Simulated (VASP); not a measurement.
# Li (P6_3/mmc) in VASP: notebook

Li is run at these levels: PBEsol; tasks: relaxation of cell and atoms.

Everything below comes from runs of VASP 6.6.1. Logs are shortened: lines on timing, memory, paths and dates and some standing lists are left out, and cuts for length are marked.

## (1) The cell of the first run

The structure is hexagonal, space group P6_3/mmc (No. 194). Conventional cell: a = 2.857 Å, b = 2.857 Å, c = 4.628 Å, α = 90.00°, β = 90.00°, γ = 120.00°. Within 3.7 Å of Li (site symmetry -6m2) lie 12 Li at 2.84 to 2.86 Å.

This isn't the form of Li at room conditions, which is bcc.

## (2) Relaxation of cell and atoms, PBEsol, target pressure 4.1 GPa, at which the enthalpy is minimised

Contents of INCAR:

```
PREC = Accurate
ENCUT = 600
EDIFF = 1E-6
ISMEAR = -1
SIGMA = 0.05
LREAL = F
LASPH = T
NELM = 60
ALGO = Normal
ISIF = 3
LWAVE = F
LCHARG = F
GGA = PS
IBRION = 2
NSW = 60
EDIFFG = -0.005
PSTRESS = 41.0
```

Contents of KPOINTS:

```
regular mesh
0
Gamma
  15 15 8
```

Contents of POSCAR:

```
Li
1.0
    2.8570514047      0.0000000000      0.0000000000
   -1.4285257024      2.4742790964      0.0000000000
    0.0000000000      0.0000000000      4.6284232756
Li
2
Direct
    0.3333333333      0.6666666667      0.2500000000
    0.6666666667      0.3333333333      0.7500000000
```

Potentials or basis: VASP PAW PBE potentials, release 64 (Li_sv).

On the command line:

```
$ cat potpaw_PBE.64/Li_sv/POTCAR > POTCAR
$ mpirun -np 1 vasp_std > vasp.out
```

OUTCAR:

```text
PREC = Accurate
   ENCUT = 600
   EDIFF = 1E-6
   ISMEAR = -1
   LREAL = F
   LASPH = T
   NELM = 60
   ISIF = 3
   GGA = PS
   IBRION = 2
   NSW = 60
   EDIFFG = -0.005
   PSTRESS = 41.0

 ion  position               nearest neighbor table
   1  0.333  0.667  0.250-
   2  0.667  0.333  0.750-

  LATTYP: Found a hexagonal cell.
 ALAT       =     2.8570514047
 C/A-ratio  =     1.6200000000

  Lattice vectors:

 A1 = (   2.8570514047,   0.0000000000,   0.0000000000)
 A2 = (  -1.4285257024,   2.4742790964,   0.0000000000)
 A3 = (   0.0000000000,   0.0000000000,   4.6284232756)

Analysis of symmetry for initial positions (statically):
=====================================================================
 Subroutine PRICEL returns:
 Original cell was already a primitive cell.

 Routine SETGRP: Setting up the symmetry group for a
 hexagonal supercell.

 Subroutine GETGRP returns: Found 24 space group operations
 (whereof 12 operations were pure point group operations)
 out of a pool of 24 trial point group operations.

The static configuration has the point symmetry D_3d.
 The point group associated with its full space group is D_6h.

Analysis of symmetry for dynamics (positions and initial velocities):
=====================================================================
 Subroutine PRICEL returns:
 Original cell was already a primitive cell.

 Routine SETGRP: Setting up the symmetry group for a
 hexagonal supercell.

 Subroutine GETGRP returns: Found 24 space group operations
 (whereof 12 operations were pure point group operations)
 out of a pool of 24 trial point group operations.

The dynamic configuration has the point symmetry D_3d.
 The point group associated with its full space group is D_6h.

 Subroutine INISYM returns: Found 24 space group operations
 (whereof 12 operations are pure point group operations),
 and found     1 'primitive' translations

----------------------------------------------------------------------------------------

                                     Primitive cell

  volume of cell :      32.7190

  direct lattice vectors                    reciprocal lattice vectors
     2.857051405  0.000000000  0.000000000     0.350011203  0.202079062  0.000000000
    -1.428525702  2.474279096  0.000000000     0.000000000  0.404158125  0.000000000
     0.000000000  0.000000000  4.628423276     0.000000000  0.000000000  0.216056298

  length of vectors
     2.857051405  2.857051405  4.628423276     0.404158125  0.404158125  0.216056298

  position of ions in fractional coordinates (direct lattice)
     0.333333333  0.666666667  0.250000000
     0.666666667  0.333333333  0.750000000

  ion indices of the primitive-cell ions
   primitive index   ion index
                 1           1
                 2           2

----------------------------------------------------------------------------------------

 KPOINTS: regular mesh

Automatic generation of k-mesh.
 Grid dimensions read from file:
 generate k-points for:   15   15    8

 Generating k-lattice:

  Cartesian coordinates                     Fractional coordinates (reciprocal lattice)
     0.023334080  0.013471937  0.000000000     0.066666667  0.000000000  0.000000000
     0.000000000  0.026943875  0.000000000     0.000000000  0.066666667  0.000000000
     0.000000000  0.000000000  0.027007037     0.000000000  0.000000000  0.125000000

  Length of vectors
     0.026943875  0.026943875  0.027007037

  Shift w.r.t. Gamma in fractional coordinates (k-lattice)
     0.000000000  0.000000000  0.000000000

 Subroutine IBZKPT returns following result:
 ===========================================

 Found    135 irreducible k-points:

 Following reciprocal coordinates:
            Coordinates               Weight
  0.000000  0.000000  0.000000      1.000000
  0.066667  0.000000  0.000000      6.000000
  0.133333  0.000000  0.000000      6.000000
  0.200000 -0.000000  0.000000      6.000000
  0.266667  0.000000  0.000000      6.000000
  0.333333  0.000000  0.000000      6.000000
[... 16 lines left out ...]
  0.333333  0.200000  0.000000     12.000000
  0.400000  0.200000  0.000000      6.000000
 [... further k-points ...]
   k-points           NKPTS =    135   k-points in BZ     NKDIM =    135   number of bands    NBANDS=      7
   number of dos      NEDOS =    301   number of ions     NIONS =      2
   total plane-waves  NPLWV =  23040
   dimension x,y,z NGX =    24 NGY =   24 NGZ =   40
   dimension x,y,z NGXF=    48 NGYF=   48 NGZF=   80
   ions per type =               2
   NGX,Y,Z   is equivalent  to a cutoff of  13.97, 13.97, 14.37 a.u.
   NGXF,Y,Z  is equivalent  to a cutoff of  27.93, 27.93, 28.73 a.u.
 SYSTEM =  unknown system
   PREC   = accura    normal or accurate (medium, high low for compatibility)
   ISTART =      0    job   : 0-new  1-cont  2-samecut
   ICHARG =      2    charge: 1-file 2-atom 10-const
   ISPIN  =      1    spin polarized calculation?
   LNONCOLLINEAR =      F non collinear calculations
   LSORBIT =      F    spin-orbit coupling
   LASPH  =      T    aspherical Exc in radial PAW
   ENCUT  =  600.0 eV  44.10 Ry    6.64 a.u.   5.71  5.71  9.24*2*pi/ulx,y,z
   NELM   =     60;   NELMIN=  2; NELMDL= -5     # of ELM steps
   EDIFF  = 0.1E-05   stopping-criterion for ELM
   LREAL  =      F    real-space projection
   EDIFFG = -.5E-02   stopping-criterion for IOM
   NSW    =     60    number of steps for IOM
   IBRION =      2    ionic relax: 0-MD 1-quasi-New 2-CG
   NFREE  =      1    steps in history (QN), initial steepest desc. (CG)
   ISIF   =      3    stress and relaxation
   ISYM   =      2    0-nonsym 1-usesym 2-fastsym
   POTIM  = 0.5000    time-step for ionic-motion
   TEBEG  =    0.0;   TEEND  =   0.0 temperature during run
   PSTRESS=   41.0 pullay stress
   NELECT =       6.0000    total number of electrons
   NUPDOWN=      -1.0000    fix difference up-down
   EMIN   =  10.00;   EMAX   =-10.00  energy-range for DOS
   EFERMI =   0.00;   METHOD = LEGACY
   ISMEAR =    -1;   SIGMA  =   0.05  broadening in eV -4-tet -1-fermi 0-gaus
   EFERMI_NEDOS =   21; number of points for ismear=-14 and -15
   IALGO  =     38    algorithm
   IMIX   =      4    mixing-type and parameters
     AMIX     =   0.40;   BMIX     =  1.00
     AMIX_MAG =   1.60;   BMIX_MAG =  1.00
  volume/ion in A,a.u.               =      16.36       110.40
  Fermi-wavevector in a.u.,A,eV,Ry     =   0.930091  1.757617 11.769975  0.865069
  Thomas-Fermi vector in A             =   2.056442
   LORBIT       =      0    0 simple, 1 ext, 2 COOP (PROOUT), +10 PAW based schemes
   GGA     = PS    functional components
   LHFCALC =     F    Hartree Fock is set to
   AEXX    =    0.0000 exact exchange contribution
   IVDW    =     0    specifies the selected vdW correction
   LEPSILON=     F    determine dielectric tensor
   LRPA    =     F    only Hartree local field effects (RPA)
 conjugate gradient relaxation of ions
 non-spin polarized calculation
  energy-cutoff  :      600.00
  volume of cell :       32.72
 maximum number of plane-waves:      1106
 NGX is ok and might be reduce to    24
   NGX = 11   NGY = 11   NGZ = 19

--------------------------------------- Ionic step        1  -------------------------------------------

 number of electron       5.9999998 magnetization

 Free energy of the ion-electron system (eV)
  ---------------------------------------------------
  ext. energy  EPLUGINS =         0.00000000
  ---------------------------------------------------
  free energy    TOTEN  =        -3.85158392 eV

  energy without entropy =       -3.84337184  energy(sigma->0) =       -3.84747788

------------------------ aborting loop because EDIFF is reached ----------------------------------------

  FORCE on cell =-STRESS in cart. coord.  units (eV):
  Direction    XX          YY          ZZ          XY          YZ          ZX
  --------------------------------------------------------------------------------------
  -------------------------------------------------------------------------------------
  Total        0.7775946      0.7775946      0.8448594     -0.0000000      0.0000000      0.0000000
  in kB       38.0771130     38.0771130     41.3709223     -0.0000000      0.0000000      0.0000000
  external PRESSURE =      -1.8249506 kB  Pullay stress =      41.0000000 kB
[... 137 lines left out ...]
  enthalpy is  TOTEN    =        -3.0147228900 eV   P V=        0.8293744937

--------------------------------------- Ionic step        5  -------------------------------------------

 number of electron       5.9999999 magnetization

 Free energy of the ion-electron system (eV)
  ---------------------------------------------------
  ext. energy  EPLUGINS =         0.00000000
  ---------------------------------------------------
  free energy    TOTEN  =        -3.84584122 eV

  energy without entropy =       -3.83788948  energy(sigma->0) =       -3.84186535

 E-fermi :   1.2985     XC(G=0):  -7.5835

 val. band max:        1.2843410830   @ k =   0.4000   0.0667   0.3750
 cond. band min:       1.3007415139   @ k =   0.4667   0.0667   0.1250
 fundamental gap:      0.0164004309
 Fermi energy:         1.2984801871

 k-point     1 :       0.0000    0.0000    0.0000
  band No.  band energies     occupation
      1     -44.2537      2.00000
      2     -44.2100      2.00000
      3      -2.5172      2.00000
      4       1.1273      1.93689
      5       4.9763      0.00000
      6      15.9270      0.00000
      7      15.9270      0.00000
[... 221 lines left out ...]
 k-point    24 :       0.4000    0.2000    0.0000
  band No.  band energies     occupation
      1     -44.2034      2.00000
      2     -44.1948      2.00000
      3       1.8412      0.00004
      4       3.1538      0.00000
      5       6.2534      0.00000
      6       7.3829      0.00000
      7       8.5469      0.00000

 [... further k-points ...]
[... 5 lines left out ...]
  --------------------------------------------------------------------------------------
  -------------------------------------------------------------------------------------
  Total        0.8321600      0.8321600      0.8261168     -0.0000000     -0.0000000      0.0000000
  in kB       41.0560110     41.0560110     40.7578553     -0.0000000     -0.0000000      0.0000000
  external PRESSURE =      -0.0433742 kB  Pullay stress =      41.0000000 kB
[... 17 lines left out ...]
  FREE ENERGIE OF THE ION-ELECTRON SYSTEM (eV)
  ---------------------------------------------------
  free  energy   TOTEN  =        -3.8458412179 eV

  energy  without entropy=       -3.8378894814  energy(sigma->0) =       -3.84186535

  enthalpy is  TOTEN    =        -3.0148164533 eV   P V=        0.8310247646

 reached required accuracy - stopping structural energy minimisation
```

Run time: 83 s. Hardware: 1 thread of Intel Xeon 8259CL, shared host; peak memory 0.17 GiB.

Results:

| Property | Result |
| --- | --- |
| Free energy | -3.8458 eV |
| Relaxed volume | 16.24 Å³/atom |
| Relaxed cell | a = 2.835 Å, b = 2.835 Å, c = 4.666 Å, α = 90.00°, β = 90.00°, γ = 120.00° |
| Space group after relaxing (to 0.1 Å) | P6_3/mmc (No. 194) |
| Energy change on relaxing (the run minimises the enthalpy) | +2.9 meV/atom |
| Ionic steps | 5 |
| Pressure after relaxing | 4.1 GPa |
| Band gap on the k mesh | zero (bands 3 and 4 overlap by 5.10 eV) |

The path:
```tsv
step	energy change (eV)	largest force (eV/Å)	pressure (GPa)	volume (Å³)
1	0.0000	0.0000	3.92	32.72
2	0.0021	0.0000	3.99	32.63
3	0.0081	0.0000	4.18	32.39
4	0.0075	0.0000	4.16	32.41
5	0.0057	0.0000	4.10	32.47
```

Final structure:
```
CELL_PARAMETERS angstrom
2.83494 0.00000 0.00000
-1.41747 2.45513 0.00000
0.00000 0.00000 4.66577
ATOMIC_POSITIONS crystal
Li 0.33333 0.66667 0.25000
Li 0.66667 0.33333 0.75000
```

Levels at points of the mesh, in eV from the Fermi level:
| k point | band 1 | band 2 | band 3 | band 4 | band 5 | band 6 |
| --- | --- | --- | --- | --- | --- | --- |
| (0.00, 0.00, 0.00) | -45.55 | -45.51 | -3.82 | -0.17 | 3.68 | 14.63 |
| (0.00, 0.00, 0.50) | -45.53 | -45.53 | -2.64 | -2.64 | 9.19 | 9.19 |

Caveat: the cutoff is under 1.25 times the usual one of these potentials, so pressure, stress and relaxed cells hold a basis-set (Pulay) error; the cell is relaxed towards a set pressure, so the run minimises the enthalpy, not the energy; the PAW data sets were made with another functional, which shifts forces and pressure a little.

## (3) Relaxation of cell and atoms, PBEsol, target pressure 4.1 GPa, at which the enthalpy is minimised

Contents of INCAR:

```
ALGO = Normal
EDIFF = 1E-6
EDIFFG = -0.005
ENCUT = 600
GGA = PS
IBRION = 2
ISIF = 3
ISMEAR = -1
LASPH = T
LCHARG = F
LREAL = F
LWAVE = F
NELM = 80
NSW = 32
PREC = Accurate
PSTRESS = 41.0
SIGMA = 0.05
```

Contents of KPOINTS:

```
k-points
0
Gamma
  15 15 8
```

Contents of POSCAR:

```
Li
1.0
    2.8422236036      0.0000000000      0.0000000000
   -1.4211118018      2.4614378440      0.0000000000
    0.0000000000      0.0000000000      4.6748802051
Li
2
Direct
    0.3333333333      0.6666666667      0.2500000000
    0.6666666667      0.3333333333      0.7500000000
```

Potentials or basis: VASP PAW PBE potentials, release 64 (Li_sv).

On the command line:

```
$ cat potpaw_PBE.64/Li_sv/POTCAR > POTCAR
$ mpirun -np 1 vasp_std > vasp.out
```

OUTCAR:

```text
EDIFF = 1E-6
   EDIFFG = -0.005
   ENCUT = 600
   GGA = PS
   IBRION = 2
   ISIF = 3
   ISMEAR = -1
   LASPH = T
   LREAL = F
   NELM = 80
   NSW = 32
   PREC = Accurate
   PSTRESS = 41.0

 ion  position               nearest neighbor table
   1  0.333  0.667  0.250-
   2  0.667  0.333  0.750-

  LATTYP: Found a hexagonal cell.
 ALAT       =     2.8422236036
 C/A-ratio  =     1.6447967708

  Lattice vectors:

 A1 = (   2.8422236036,   0.0000000000,   0.0000000000)
 A2 = (  -1.4211118018,   2.4614378440,   0.0000000000)
 A3 = (   0.0000000000,   0.0000000000,   4.6748802051)

Analysis of symmetry for initial positions (statically):
=====================================================================
 Subroutine PRICEL returns:
 Original cell was already a primitive cell.

 Routine SETGRP: Setting up the symmetry group for a
 hexagonal supercell.

 Subroutine GETGRP returns: Found 24 space group operations
[... 168 lines left out ...]
  energy without entropy =       -3.84362984  energy(sigma->0) =       -3.84761757

------------------------ aborting loop because EDIFF is reached ----------------------------------------

  FORCE on cell =-STRESS in cart. coord.  units (eV):
  Direction    XX          YY          ZZ          XY          YZ          ZX
  --------------------------------------------------------------------------------------
  -------------------------------------------------------------------------------------
  Total        0.8025119      0.8025119      0.7981459      0.0000000      0.0000000      0.0000000
  in kB       39.3137470     39.3137470     39.0998680      0.0000000      0.0000000      0.0000000
  external PRESSURE =      -1.7575460 kB  Pullay stress =      41.0000000 kB
[... 63 lines left out ...]
--------------------------------------- Ionic step        3  -------------------------------------------

 number of electron       5.9999999 magnetization

 Free energy of the ion-electron system (eV)
  ---------------------------------------------------
  ext. energy  EPLUGINS =         0.00000000
  ---------------------------------------------------
  free energy    TOTEN  =        -3.84602858 eV

  energy without entropy =       -3.83806679  energy(sigma->0) =       -3.84204769

 E-fermi :   1.2969     XC(G=0):  -7.5828

 val. band max:        1.2823510836   @ k =   0.4000   0.0667   0.3750
 cond. band min:       1.2979205087   @ k =   0.4667   0.0667   0.1250
 fundamental gap:      0.0155694251
 Fermi energy:         1.2968591259

 k-point     1 :       0.0000    0.0000    0.0000
  band No.  band energies     occupation
      1     -44.2559      2.00000
      2     -44.2121      2.00000
      3      -2.5178      2.00000
      4       1.1322      1.92834
      5       4.9819      0.00000
      6      15.9111      0.00000
      7      15.9112      0.00000
[... 221 lines left out ...]
 k-point    24 :       0.4000    0.2000    0.0000
  band No.  band energies     occupation
      1     -44.2057      2.00000
      2     -44.1971      2.00000
      3       1.8377      0.00004
      4       3.1502      0.00000
      5       6.2477      0.00000
      6       7.3820      0.00000
      7       8.5468      0.00000

 [... further k-points ...]
[... 5 lines left out ...]
  --------------------------------------------------------------------------------------
  -------------------------------------------------------------------------------------
  Total        0.8312985      0.8312985      0.8294891     -0.0000000      0.0000000      0.0000000
  in kB       41.0032962     41.0032962     40.9140484     -0.0000000      0.0000000      0.0000000
  external PRESSURE =      -0.0264530 kB  Pullay stress =      41.0000000 kB
[... 21 lines left out ...]
  energy  without entropy=       -3.8380667890  energy(sigma->0) =       -3.84204769

  enthalpy is  TOTEN    =        -3.0147968674 eV   P V=        0.8312317154

 reached required accuracy - stopping structural energy minimisation
```

Run time: 53 s. Hardware: 1 thread of Intel Xeon 8259CL, shared host; peak memory 0.17 GiB.

Results:

```yaml
Free_energy: -3.8460 eV
Relaxed_volume: 16.24 Å³/atom
Relaxed_cell: a = 2.836 Å, b = 2.836 Å, c = 4.663 Å, α = 90.00°, β = 90.00°, γ = 120.00°
Space_group_after_relaxing_to_0.1_Å: P6_3/mmc (No. 194)
Energy_change_on_relaxing_the_run_minimises_the_enthalpy: +2.8 meV/atom
Ionic_steps: 3
Pressure_after_relaxing: 4.1 GPa
Band_gap_on_the_k_mesh: zero (bands 3 and 4 overlap by 5.09 eV)
```

Step by step:
```tsv
step	energy change (eV)	largest force (eV/Å)	pressure (GPa)	volume (Å³)
1	0.0000	0.0000	3.92	32.71
2	0.0021	0.0000	3.99	32.62
3	0.0056	0.0000	4.10	32.48
```

Final structure:
```
Li
1.0
     2.83602    0.00000    0.00000
    -1.41801    2.45606    0.00000
     0.00000    0.00000    4.66338
Li
2
Direct
  0.33333 0.66667 0.25000
  0.66667 0.33333 0.75000
```

Caveat: the cutoff is under 1.25 times the usual one of these potentials, so pressure, stress and relaxed cells hold a basis-set (Pulay) error; the cell is relaxed towards a set pressure, so the run minimises the enthalpy, not the energy; the PAW data sets were made with another functional, which shifts forces and pressure a little.

(Continued in part 2 of 2.)
